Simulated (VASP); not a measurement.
CoSi2, 3 atoms in the cell. The structure is cubic, space group Fm-3m (No. 225). The conventional cell has a = 5.288 Å, b = 5.288 Å, c = 5.288 Å, α = 90.00°, β = 90.00°, γ = 90.00°. Within 3.0 Å of Co (site symmetry m-3m) lie 8 Si at 2.29 Å. Si (site symmetry -43m) has 4 Co at 2.29 Å and 6 Si at 2.64 Å within 3.0 Å. 

- Program: VASP 6.6.1
- Task: single point
- Functional: PBE
- Potentials or basis: VASP PAW PBE potentials, release 64 (Co, Si)
- Cutoff: 520 eV
- k mesh: 14 × 14 × 14
- Occupations: gaussian, width 0.15 eV
- Spin: collinear spin, ferromagnetic start
- Starting moments: [0.275, 0.0, 0.0] μB
- Fixed moment: 0.275 μB
- Dipole correction: no
- Further INCAR settings: ALGO = Normal; EDIFF = 1e-06; NBANDS = 20

Potentials or basis: VASP PAW PBE potentials, release 64 (Co, Si).

Command:

```bash
$ cat potpaw_PBE.64/Co/POTCAR potpaw_PBE.64/Si/POTCAR > POTCAR
$ mpirun -np 1 vasp_std > vasp.out
```

Hardware: 1 thread of AMD EPYC 7R13 (shared host).

Question: How long does it take, and how much memory?

Answer: It took 2.1 min on 1 thread of AMD EPYC 7R13 (shared host), peak memory 0.26 GiB. Counts: scf iterations 14, k points 104.
